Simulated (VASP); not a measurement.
Crystal: ScAl3.

```
Sc Al
1.0
     4.08781    0.00000    0.00000
     0.00000    4.08781    0.00000
     0.00000    0.00000    4.08781
Sc Al
1 3
Cartesian
  0.0000 0.0000 0.0000
  2.0439 2.0439 0.0000
  0.0000 2.0439 2.0439
  2.0439 0.0000 2.0439
```

| Item | Value |
| --- | --- |
| Program | VASP 6.6.1 |
| Task | relaxation of cell and atoms |
| Functional | PBEsol |
| Dispersion | D4 |
| Potentials or basis | VASP PAW PBE potentials, release 64 (Sc_sv, Al) |
| Cutoff | 600 eV |
| k mesh | 7 × 7 × 7 |
| Occupations | fermi-dirac, width 0.05 eV |
| Spin | no spin polarisation |

At the start: pressure -2.8 GPa; volume 17.08 Å³/atom.

Question: How do energy, volume and symmetry change on relaxing?

Answer: Over 3 steps the energy falls by 4.6 meV/atom and the volume is 16.56 Å³/atom (-3.0 %); space group Pm-3m (No. 221, to 0.05 Å).

Step by step:
| step | energy change (eV) | largest force (eV/Å) | pressure (GPa) | volume (Å³) |
| --- | --- | --- | --- | --- |
| 1 | 0.0000 | 0.0000 | -2.77 | 68.31 |
| 2 | -0.0152 | 0.0000 | 1.29 | 65.43 |
| 3 | -0.0184 | 0.0000 | 0.00 | 66.25 |

Final structure:
```
CELL_PARAMETERS angstrom
4.04628 0.00000 0.00000
0.00000 4.04628 0.00000
0.00000 0.00000 4.04628
ATOMIC_POSITIONS crystal
Sc 0.00000 0.00000 0.00000
Al 0.50000 0.50000 0.00000
Al 0.00000 0.50000 0.50000
Al 0.50000 0.00000 0.50000
```

Caveat: the PAW data sets were made with another functional, which shifts forces and pressure a little; pairwise dispersion overbinds metals, which lowers pressure and volume.
